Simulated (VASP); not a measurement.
# H3C18N in VASP: a series of runs

Runs on H3C18N. Level: PBE+D3(BJ). Tasks: single point.

Everything below comes from runs of VASP 6.6.1. Logs are shortened: lines on timing, memory, paths and dates and some standing lists are left out, and cuts for length are marked.

## Step 1: The cell of the first run

The cell holds a slab with vacuum, 22 atoms: a = 7.398 Å, b = 7.398 Å, c = 12.000 Å, α = 90.00°, β = 90.00°, γ = 120.00°.

## Step 2: Single point, PBE+D3(BJ)

Input file INCAR:

```
PREC = Accurate
ENCUT = 520
EDIFF = 1E-7
ISMEAR = 0
SIGMA = 0.05
LREAL = Auto
LASPH = T
NELM = 100
ALGO = Normal
ISIF = 2
LWAVE = F
LCHARG = F
GGA = PE
IVDW = 12
NBANDS = 57
```

Input file KPOINTS:

```
regular mesh
0
Gamma
  2 2 1
```

Input file POSCAR:

```
H3C18N
1.0
    7.3980000000      0.0000000000      0.0000000000
   -3.6990000000      6.4068560000      0.0000000000
    0.0000000000      0.0000000000     12.0000000000
C N H
18 1 3
Direct
    0.0020195253     -0.0060617876      0.0577694167
    0.2227257556      0.1043090402      0.0580101667
   -0.0000651220      0.3271628081      0.0578261667
    0.2248997137      0.4396729066      0.0580425833
    0.0019168934      0.6627264605      0.0575155000
    0.2228923563      0.7731442692      0.0579771667
    0.3332636993     -0.0061265619      0.0581046667
    0.5582252818      0.1063026857      0.0580269167
    0.3352593859      0.3293052006      0.0580796667
    0.5562605649      0.4398839306      0.0578317500
    0.3354416577      0.6606797468      0.0580669167
    0.5561665215      0.7710240405      0.0579579167
    0.6686330565     -0.0040309943      0.0579835833
    0.8895632963      0.1064209965      0.0578816667
    0.6687303523      0.3273301288      0.0577307500
    0.8894716732      0.4377092290      0.0575410000
    0.6666856226      0.6606118508      0.0576583333
    0.8915466180      0.7730448445      0.0574798333
    0.8341936523      0.5858717599      0.3333355000
    0.8302966089      0.5443947858      0.4149023333
    0.7051069172      0.4659261891      0.2967235833
    0.9590690019      0.5834651192      0.2985539167
```

Potentials or basis: VASP PAW PBE potentials, release 64 (C, N, H).

Launch:

```bash
$ cat potpaw_PBE.64/C/POTCAR potpaw_PBE.64/N/POTCAR potpaw_PBE.64/H/POTCAR > POTCAR
$ mpirun -np 1 vasp_std > vasp.out
```

OUTCAR:

```text
PREC = Accurate
   ENCUT = 520
   EDIFF = 1E-7
   ISMEAR = 0
   LREAL = Auto
   LASPH = T
   NELM = 100
   ISIF = 2
   GGA = PE
   IVDW = 12
 IVDW          = 12

 ion  position               nearest neighbor table
   1  0.002  0.994  0.058-   2 1.41  18 1.42  14 1.44
   2  0.223  0.104  0.058-   1 1.41   7 1.42   9 1.44
   3  1.000  0.327  0.058-  14 1.41  16 1.42   4 1.44
   4  0.225  0.440  0.058-   9 1.41  11 1.42   3 1.44
   5  0.002  0.663  0.058-  18 1.41   6 1.42  16 1.44
   6  0.223  0.773  0.058-   7 1.41   5 1.42  11 1.44
[... 11 lines left out ...]
  18  0.892  0.773  0.057-   5 1.41   1 1.42  17 1.44
  19  0.834  0.586  0.333-  20 1.02  22 1.02  21 1.02
  20  0.830  0.544  0.415-  19 1.02
  21  0.705  0.466  0.297-  19 1.02
  22  0.959  0.583  0.299-  19 1.02

  LATTYP: Found a hexagonal cell.
 ALAT       =     7.3980000000
 C/A-ratio  =     1.6220600162

  Lattice vectors:

 A1 = (   7.3980000000,   0.0000000000,   0.0000000000)
 A2 = (  -3.6990000000,   6.4068560000,   0.0000000000)
 A3 = (   0.0000000000,   0.0000000000,  12.0000000000)

Analysis of symmetry for initial positions (statically):
=====================================================================
 Subroutine PRICEL returns:
 Original cell was already a primitive cell.

 Routine SETGRP: Setting up the symmetry group for a
 hexagonal supercell.

 Subroutine GETGRP returns: Found  1 space group operations
 (whereof  1 operations were pure point group operations)
 out of a pool of 24 trial point group operations.

The static configuration has the point symmetry C_1 .

Analysis of symmetry for dynamics (positions and initial velocities):
=====================================================================
 Subroutine PRICEL returns:
 Original cell was already a primitive cell.

 Routine SETGRP: Setting up the symmetry group for a
 hexagonal supercell.

 Subroutine GETGRP returns: Found  1 space group operations
 (whereof  1 operations were pure point group operations)
 out of a pool of 24 trial point group operations.

The dynamic configuration has the point symmetry C_1 .

 Subroutine INISYM returns: Found  1 space group operations
 (whereof  1 operations are pure point group operations),
 and found     1 'primitive' translations

[... 114 lines left out ...]
   LREAL  =      T    real-space projection
   EDIFFG = 0.1E-05   stopping-criterion for IOM
   NSW    =      0    number of steps for IOM
   IBRION =     -1    ionic relax: 0-MD 1-quasi-New 2-CG
   NFREE  =      0    steps in history (QN), initial steepest desc. (CG)
   ISIF   =      2    stress and relaxation
   ISYM   =      2    0-nonsym 1-usesym 2-fastsym
   POTIM  = 0.5000    time-step for ionic-motion
   TEBEG  =    0.0;   TEEND  =   0.0 temperature during run
   PSTRESS=    0.0 pullay stress
   NELECT =      80.0000    total number of electrons
   NUPDOWN=      -1.0000    fix difference up-down
   EMIN   =  10.00;   EMAX   =-10.00  energy-range for DOS
   EFERMI =   0.00;   METHOD = LEGACY
   ISMEAR =     0;   SIGMA  =   0.05  broadening in eV -4-tet -1-fermi 0-gaus
   EFERMI_NEDOS =   21; number of points for ismear=-14 and -15
   IALGO  =     38    algorithm
   IMIX   =      4    mixing-type and parameters
     AMIX     =   0.40;   BMIX     =  1.00
     AMIX_MAG =   1.60;   BMIX_MAG =  1.00
  volume/ion in A,a.u.               =      25.85       174.47
  Fermi-wavevector in a.u.,A,eV,Ry     =   0.851382  1.608879  9.862209  0.724852
  Thomas-Fermi vector in A             =   1.967507
   LORBIT       =      0    0 simple, 1 ext, 2 COOP (PROOUT), +10 PAW based schemes
   GGA     = PE    functional components
   LHFCALC =     F    Hartree Fock is set to
   AEXX    =    0.0000 exact exchange contribution
   IVDW    =    12    specifies the selected vdW correction
   LEPSILON=     F    determine dielectric tensor
   LRPA    =     F    only Hartree local field effects (RPA)
 non-spin polarized calculation
 Gauss-broadening in eV      SIGMA  =   0.05
  energy-cutoff  :      520.00
  volume of cell :      568.78
 maximum number of plane-waves:     15363
 NGX is ok and might be reduce to    56
   NGX = 27   NGY = 27   NGZ = 45

 number of electron      79.9999999 magnetization

 Free energy of the ion-electron system (eV)
  ---------------------------------------------------
  ext. energy  EPLUGINS =         0.00000000
  ---------------------------------------------------
  free energy    TOTEN  =      -185.16675381 eV

  energy without entropy =     -185.16649507  energy(sigma->0) =     -185.16662444

 E-fermi :  -1.5529     XC(G=0):  -4.1954

 val. band max:       -1.6572409402   @ k =   0.0000   0.0000   0.0000
 cond. band min:      -1.4489126682   @ k =   0.0000   0.0000   0.0000
 fundamental gap:      0.2083282721
 Fermi energy:        -1.5529082127

 k-point     1 :       0.0000    0.0000    0.0000
  band No.  band energies     occupation
      1     -21.0761      2.00000
      2     -18.5815      2.00000
      3     -18.5735      2.00000
      4     -18.4891      2.00000
      5     -18.4526      2.00000
      6     -18.4487      2.00000
[... 209 lines left out ...]
     51       4.0257      0.00000
     52       4.1803      0.00000
 [bands above 52 left out]

------------------------ aborting loop because EDIFF is reached ----------------------------------------

 Edisp (eV)   -1.75658

 E8    (eV) :    -0.5332

  FORCE on cell =-STRESS in cart. coord.  units (eV):
  Direction    XX          YY          ZZ          XY          YZ          ZX
  --------------------------------------------------------------------------------------
  -------------------------------------------------------------------------------------
  Total       1.09645     1.05123    -0.19925     0.02566    -0.00279    -0.01617
  in kB       3.08857     2.96119    -0.56126     0.07229    -0.00786    -0.04556
  external pressure =        1.83 kB  Pullay stress =        0.00 kB

 VOLUME and BASIS-vectors are now :
 -----------------------------------------------------------------------------
  energy-cutoff  :      520.00
  volume of cell :      568.78
      direct lattice vectors                 reciprocal lattice vectors
     7.398000000  0.000000000  0.000000000     0.135171668  0.078041398  0.000000000
    -3.699000000  6.406856000  0.000000000     0.000000000  0.156082796  0.000000000
     0.000000000  0.000000000 12.000000000     0.000000000  0.000000000  0.083333333

 POSITION                                       TOTAL-FORCE (eV/Angst)
 -----------------------------------------------------------------------------------
     -3.66164      6.36802      0.69323        -0.022695     -0.005689      0.000398
      1.26189      0.66829      0.69612         0.013179      0.025382      0.002639
      6.18734      2.09609      0.69391         0.008769      0.015782      0.005820
      0.03746      2.81692      0.69651        -0.006110     -0.003216     -0.003210
     -2.43724      4.24599      0.69019         0.006387     -0.012258     -0.005621
     -1.21090      4.95342      0.69573         0.009545     -0.014551     -0.004992
[... 14 lines left out ...]
      3.49292      2.98512      3.56068        -0.015452      0.016379     -0.003714
      4.93696      3.73818      3.58265        -0.001134      0.027986     -0.008663
 -----------------------------------------------------------------------------------
    total drift:                               -0.011938      0.002261      0.060738

  FREE ENERGIE OF THE ION-ELECTRON SYSTEM (eV)
  ---------------------------------------------------
  free  energy   TOTEN  =      -186.9233305314 eV

  energy  without entropy=     -186.9230717927  energy(sigma->0) =     -186.92320116
```

OSZICAR:

```text
N       E                     dE             d eps       ncg     rms          rms(c)
DAV:   1     0.629914884922E+03    0.62991E+03   -0.32261E+04   456   0.112E+03
DAV:   2    -0.101081492418E+03   -0.73100E+03   -0.70110E+03   679   0.274E+02
DAV:   3    -0.196698067406E+03   -0.95617E+02   -0.95015E+02   552   0.102E+02
[... 16 lines left out ...]
DAV:  20    -0.185166750596E+03   -0.84268E-05   -0.90304E-07   439   0.196E-03    0.458E-04
DAV:  21    -0.185166752971E+03   -0.23744E-05   -0.23512E-07   432   0.109E-03    0.244E-04
DAV:  22    -0.185166753649E+03   -0.67828E-06   -0.55978E-08   352   0.564E-04    0.189E-04
DAV:  23    -0.185166753763E+03   -0.11367E-06   -0.16088E-08   424   0.332E-04    0.113E-04
DAV:  24    -0.185166753810E+03   -0.47547E-07   -0.21282E-09   344   0.205E-04
   1 F= -.18692333E+03 E0= -.18692320E+03  d E =-.258739E-03
```

Run time: 4.6 min. Hardware: 1 thread of Intel Xeon Platinum 8488C (Sapphire Rapids), shared host; peak memory 0.56 GiB.

Results:

* Free energy: -186.9233 eV
* Largest force: 0.066 eV/Å
* Band gap on the k mesh: 0.21 eV, direct
* Dispersion energy per atom: -0.080 eV

Forces in eV/Å, atoms in the order of the input:
```
C   -0.023 -0.006  0.000
C    0.013  0.025  0.003
C    0.009  0.016  0.006
C   -0.006 -0.003 -0.003
C    0.006 -0.012 -0.006
C    0.010 -0.015 -0.005
C    0.000  0.014  0.000
C   -0.013  0.008  0.001
C    0.007 -0.016 -0.002
C    0.001 -0.013 -0.005
C   -0.019 -0.007  0.001
C    0.020  0.015  0.006
C    0.003 -0.020 -0.002
C    0.011 -0.011  0.007
C   -0.028 -0.006 -0.001
C    0.016  0.016 -0.003
C    0.007  0.010  0.006
C   -0.012  0.005  0.004
N    0.032 -0.057  0.006
H   -0.016  0.014  0.000
H   -0.015  0.016 -0.004
H   -0.001  0.028 -0.009
```

Caveat: the k points lie up to 0.49 Å⁻¹ apart.

## Step 3: Single point, PBE+D3(BJ)

Input file INCAR:

```
PREC     = Accurate       # precision mode
ENCUT    = 520            # plane-wave cutoff, eV
EDIFF    = 1E-6           # SCF threshold, eV
ISMEAR   = 0              # smearing method
SIGMA    = 0.05           # smearing width, eV
LREAL    = Auto         
LASPH    = True           # aspherical terms in the spheres
NELM     = 60             # most SCF steps
ALGO     = Normal         # electronic algorithm
ISIF     = 2              # what is computed and relaxed
LWAVE    = False          # write WAVECAR
LCHARG   = False          # write CHGCAR
GGA      = PE             # functional
IVDW     = 12             # dispersion correction
NBANDS   = 57             # bands
```

Input file KPOINTS:

```
Automatic mesh
0
Gamma
  2 2 1
```

Input file POSCAR:

```
H3C18N
1.0
    7.3980000000      0.0000000000      0.0000000000
   -3.6990000000      6.4068560000      0.0000000000
    0.0000000000      0.0000000000     12.0000000000
C N H
18 1 3
Direct
    0.0025597046     -0.0050160328      0.0576441667
    0.2221744629      0.1047863414      0.0579693333
    0.0003828526      0.3266010661      0.0579251667
    0.2244343620      0.4386686699      0.0580603333
    0.0009065586      0.6622362045      0.0575548333
    0.2239212822      0.7736900907      0.0580036667
    0.3337329079     -0.0066558387      0.0581039167
    0.5577882564      0.1053056288      0.0580808333
    0.3342314414      0.3288264946      0.0580973333
    0.5572535635      0.4403938531      0.0578770833
    0.3359882169      0.6616855444      0.0580521667
    0.5556307953      0.7715319339      0.0578676667
    0.6676447570     -0.0044869121      0.0579464167
    0.8905602085      0.1069560483      0.0578455833
    0.6692713896      0.3283059585      0.0578969167
    0.8889169832      0.4381378323      0.0577515000
    0.6671238601      0.6600792963      0.0575214167
    0.8911108339      0.7720864961      0.0572984167
    0.8341985665      0.6691943755      0.3333397500
    0.8302985729      0.6277106899      0.4149075000
    0.7050950843      0.5492591062      0.2967137500
    0.9590783200      0.6668030310      0.2985418333
```

Potentials or basis: VASP PAW PBE potentials, release 64 (C, N, H).

Launch:

```bash
$ cat potpaw_PBE.64/C/POTCAR potpaw_PBE.64/N/POTCAR potpaw_PBE.64/H/POTCAR > POTCAR
$ mpirun -np 1 vasp_std > vasp.out
```

It took 3.7 min on 1 thread of Intel Xeon Platinum 8488C (Sapphire Rapids), shared host; peak memory 0.59 GiB.

Results (log left out):

```
Free energy                : -186.9259 eV
Largest force              : 0.069 eV/Å
Band gap on the k mesh     : 0.21 eV, direct
Dispersion energy per atom : -0.080 eV
```

Forces on the atoms (eV/Å):
```
C    0.002  0.001  0.000
C   -0.006  0.007  0.004
C    0.003 -0.010  0.005
C    0.011 -0.004 -0.002
C   -0.003  0.002 -0.005
C    0.002  0.004 -0.003
C   -0.007 -0.005  0.002
C    0.004 -0.002  0.000
C   -0.006  0.007 -0.005
C   -0.003  0.006 -0.003
C    0.005 -0.001  0.001
C    0.000 -0.002  0.006
C   -0.003 -0.005 -0.005
C    0.006  0.008  0.009
C   -0.005  0.002  0.002
C   -0.004 -0.003  0.001
C    0.001 -0.006  0.003
C    0.005 -0.001  0.001
N    0.033 -0.060  0.008
H   -0.014  0.012  0.001
H   -0.018  0.019 -0.006
H   -0.002  0.030 -0.012
```

Levels at points of the mesh, in eV from the valence-band top:
| k point | band 36 | band 37 | band 38 | band 39 | band 40 | band 41 | band 42 | band 43 | band 44 | band 45 |
| --- | --- | --- | --- | --- | --- | --- | --- | --- | --- | --- |
| (0.00, 0.00, 0.00) | -2.94 | -2.94 | -1.82 | 0.00 | 0.00 | 0.21 | 0.22 | 2.98 | 4.16 | 4.78 |
| (0.50, 0.00, 0.00) | -2.57 | -2.54 | -2.52 | -2.25 | -1.81 | 1.78 | 2.58 | 2.60 | 2.65 | 2.66 |
| (0.00, 0.50, 0.00) | -2.57 | -2.54 | -2.52 | -2.26 | -1.81 | 1.78 | 2.58 | 2.60 | 2.65 | 2.66 |
| (0.50, 0.50, 0.00) | -2.58 | -2.54 | -2.52 | -2.27 | -1.81 | 1.78 | 2.58 | 2.60 | 2.66 | 2.66 |

Caveat: the k points lie up to 0.49 Å⁻¹ apart.

## Step 4: Single point, PBE+D3(BJ)

Input file INCAR:

```
PREC = Accurate
ENCUT = 520
EDIFF = 1E-7
ISMEAR = 0
SIGMA = 0.05
LREAL = Auto
LASPH = T
NELM = 80
ALGO = Normal
ISIF = 2
LWAVE = F
LCHARG = F
GGA = PE
IVDW = 12
NBANDS = 57
```

KPOINTS is that of step 3.

Input file POSCAR:

```
H3C18N
1.0
    7.3980000000      0.0000000000      0.0000000000
   -3.6990000000      6.4068560000      0.0000000000
    0.0000000000      0.0000000000     12.0000000000
C N H
18 1 3
Direct
    0.0026215950     -0.0046016330      0.0575085833
    0.2221295892      0.1051183295      0.0579317500
    0.0007115022      0.3265462810      0.0580212500
    0.2240860351      0.4382753413      0.0580825833
    0.0004768016      0.6618581719      0.0576117500
    0.2243372462      0.7737582989      0.0580211667
    0.3340867137     -0.0067003223      0.0581012500
    0.5574522566      0.1049137049      0.0581385000
    0.3338338882      0.3284812395      0.0581135833
    0.5576741057      0.4404285035      0.0579206667
    0.3360405470      0.6620732540      0.0580410000
    0.5555713559      0.7718966994      0.0577716667
    0.6672496163     -0.0048173394      0.0579100000
    0.8909482686      0.1070203544      0.0578056667
    0.6693392230      0.3287081839      0.0580562500
    0.8888375387      0.4384612359      0.0579447500
    0.6674543834      0.6600020353      0.0573962500
    0.8907808190      0.7716830221      0.0571179167
    0.8341904412      0.7525574166      0.3333315833
    0.8303393648      0.7110896515      0.4149191667
    0.7050901810      0.6325764150      0.2967022500
    0.9590515910      0.7501042633      0.2985519167
```

Launch:

```bash
$ cat potpaw_PBE.64/C/POTCAR potpaw_PBE.64/N/POTCAR potpaw_PBE.64/H/POTCAR > POTCAR
$ mpirun -np 1 vasp_std > vasp.out
```

It took 3.7 min on 1 thread of Intel Xeon Platinum 8488C (Sapphire Rapids), shared host; peak memory 0.59 GiB.

It converged, with:

```yaml
Free_energy: -186.9268 eV
Largest_force: 0.080 eV/Å
Band_gap_on_the_k_mesh: 0.22 eV, direct
Dispersion_energy_per_atom: -0.080 eV
```

Forces on the atoms (eV/Å):
```
C   -0.012 -0.002 -0.001
C    0.003  0.018  0.002
C    0.002  0.007  0.001
C    0.000  0.002  0.000
C    0.026 -0.002  0.002
C    0.000 -0.016 -0.004
C   -0.005  0.012  0.001
C   -0.008  0.011  0.003
C    0.004  0.000 -0.006
C   -0.014 -0.015 -0.003
C   -0.005 -0.009  0.003
C    0.014  0.002  0.005
C    0.009 -0.006 -0.005
C    0.004 -0.006  0.008
C   -0.012 -0.018  0.002
C    0.018  0.000 -0.001
C   -0.012  0.014  0.001
C   -0.011  0.016  0.002
N    0.031 -0.073  0.012
H   -0.019  0.019 -0.006
H   -0.012  0.023 -0.002
H   -0.001  0.024 -0.015
```

Levels at points of the mesh, in eV from the valence-band top:
| k point | band 36 | band 37 | band 38 | band 39 | band 40 | band 41 | band 42 | band 43 | band 44 | band 45 |
| --- | --- | --- | --- | --- | --- | --- | --- | --- | --- | --- |
| (0.00, 0.00, 0.00) | -2.93 | -2.93 | -1.83 | -0.01 | 0.00 | 0.22 | 0.22 | 2.98 | 4.16 | 4.77 |
| (0.50, 0.00, 0.00) | -2.57 | -2.53 | -2.51 | -2.25 | -1.83 | 1.78 | 2.59 | 2.60 | 2.66 | 2.66 |
| (0.00, 0.50, 0.00) | -2.57 | -2.53 | -2.52 | -2.25 | -1.83 | 1.79 | 2.58 | 2.59 | 2.65 | 2.67 |
| (0.50, 0.50, 0.00) | -2.57 | -2.54 | -2.52 | -2.26 | -1.82 | 1.79 | 2.58 | 2.59 | 2.66 | 2.67 |

Caveat: the k points lie up to 0.49 Å⁻¹ apart.

(Part 1 of 2 ends here.)
